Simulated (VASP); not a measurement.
Wanted: the native input for a VASP 6.6.1 run.

```yaml
Task: single point
Functional: PBE
Potentials_or_basis: VASP PAW PBE potentials, release 64 (Cd, Se)
Cutoff: 520 eV
k_mesh: 8 × 8 × 8
Occupations: gaussian, width 0.014 eV
Spin: no spin polarisation
Dipole_correction: no
Further_INCAR_settings: ALGO = Normal; EDIFF = 1e-06; NBANDS = 16
```

The structure of CdSe lies in POSCAR:

```
CdSe
1.0
    0.0000000000      3.0702711986      3.0702711986
    3.0702711986      0.0000000000      3.0702711986
    3.0702711986      3.0702711986      0.0000000000
Cd Se
1 1
Direct
    0.0000000000      0.0000000000      0.0000000000
    0.2500000000      0.2500000000      0.2500000000
```

One way to write it, as run:

INCAR

```
ALGO = Normal
EDIFF = 1E-6
ENCUT = 520
GGA = PE
ISIF = 2
ISMEAR = 0
LASPH = True
LCHARG = True
LELF = True
LREAL = False
LVHAR = True
LWAVE = False
NBANDS = 16
NELM = 100
PREC = Accurate
SIGMA = 0.014
```

KPOINTS

```
k-points
0
Gamma
  8 8 8
```

Potentials or basis: VASP PAW PBE potentials, release 64 (Cd, Se).

Run with:

```sh
$ cat potpaw_PBE.64/Cd/POTCAR potpaw_PBE.64/Se/POTCAR > POTCAR
$ mpirun -np 1 vasp_std > vasp.out
```

Results of the run:

| Property | Result |
| --- | --- |
| Pressure | 1.6 GPa |
| Band gap on the k mesh | 0.55 eV, direct |

Run time: 12 s on 1 thread of Intel(R) Xeon(R) Platinum 8488C (Sapphire Rapids), with other jobs on the host, peak memory 0.18 GiB.
